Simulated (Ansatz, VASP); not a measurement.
**Two plane-wave programs on SiC**

INCAR

```
ALGO = Normal ; EDIFF = 1E-6
ENCUT = 520 ; ISIF = 2
ISMEAR = 0 ; LASPH = T
LCHARG = F ; LREAL = F
LWAVE = F ; NBANDS = 26
NELM = 60 ; PREC = Accurate
SIGMA = 0.05
```

The input KPOINTS:

```
k-points
0
Gamma
  10 10 3
```

Contents of POSCAR:

```
SiC
1.0
   -3.0759982064      0.0000000000      0.0000000000
   -1.5379991032     -2.6638925888      0.0000000000
   -0.6151996413      0.0000000000     10.0960000000
Si C
4 4
Direct
    0.2025833333      0.3333333333      0.6537500000
    0.3025833333      0.3333333333      0.1537500000
    0.4859166667      0.6666666667      0.9037500000
    0.5859166667      0.6666666667      0.4037500000
    0.1640833333      0.3333333333      0.8462500000
    0.2640833333      0.3333333333      0.3462500000
    0.6474166667      0.6666666667      0.0962500000
    0.5474166667      0.6666666667      0.5962500000
```

Input for Ansatz:

```yaml
crystal:
  lattice:
    - [-3.0759982064, 0.0, 0.0]
    - [-1.5379991032, -2.6638925888, 0.0]
    - [-0.6151996413, 0.0, 10.096]
  atoms:
    - { symbol: Si, position: [0.2025833333, 0.3333333333, 0.65375] }
    - { symbol: Si, position: [0.3025833333, 0.3333333333, 0.15375] }
    - { symbol: Si, position: [0.4859166667, 0.6666666667, 0.90375] }
    - { symbol: Si, position: [0.5859166667, 0.6666666667, 0.40375] }
    - { symbol: C, position: [0.1640833333, 0.3333333333, 0.84625] }
    - { symbol: C, position: [0.2640833333, 0.3333333333, 0.34625] }
    - { symbol: C, position: [0.6474166667, 0.6666666667, 0.09625] }
    - { symbol: C, position: [0.5474166667, 0.6666666667, 0.59625] }
basis:
  ecutwfc: 420
kpoints:
  mp_grid: { grid: [10, 10, 3] }
hamiltonian:
  xc: lda
scf:
  occupations: { method: gaussian, width: 0.05 }
output:
  forces: true
  stress: true
  eigenvalues: true
  write_density: true
  write_potential: true
  elf: true
  volumetric_format: npy
```

Alike in both runs: task single point; functional LDA; k mesh 10 × 10 × 3; occupations gaussian, width 0.05 eV; no spin polarisation.

|  | VASP | Ansatz |
| --- | --- | --- |
| version | VASP 6.6.1 | Ansatz 0.2.0 |
| potentials or method | VASP PAW LDA potentials, release 64 (Si, C), cutoff 520 eV | scalar-relativistic, plane waves, PAW |
| valence electrons in the cell | 32 | 32 |

Ansatz gave:

```
gap on the k mesh at the Fermi level (eV)                     : 1.87
least direct gap on the mesh (eV)                             : 3.50
pressure (GPa)                                                : -4.4
traceless stress, the component that is largest in VASP (GPa) : 8.12
rms of the force components (eV/Å)                            : 0.613
```

**Question.** Estimate VASP's values.

**Answer.** gap on the k mesh at the Fermi level (eV): 1.86; least direct gap on the mesh (eV): 3.49; pressure (GPa): -4.0; traceless stress, the component that is largest in VASP (GPa): 8.12; rms of the force components (eV/Å): 0.614.

LDA's correlation is that of Perdew and Zunger in VASP and of Perdew and Wang (1992) in Ansatz. Atom by atom the forces differ by 0.002 eV/Å (rms over components).
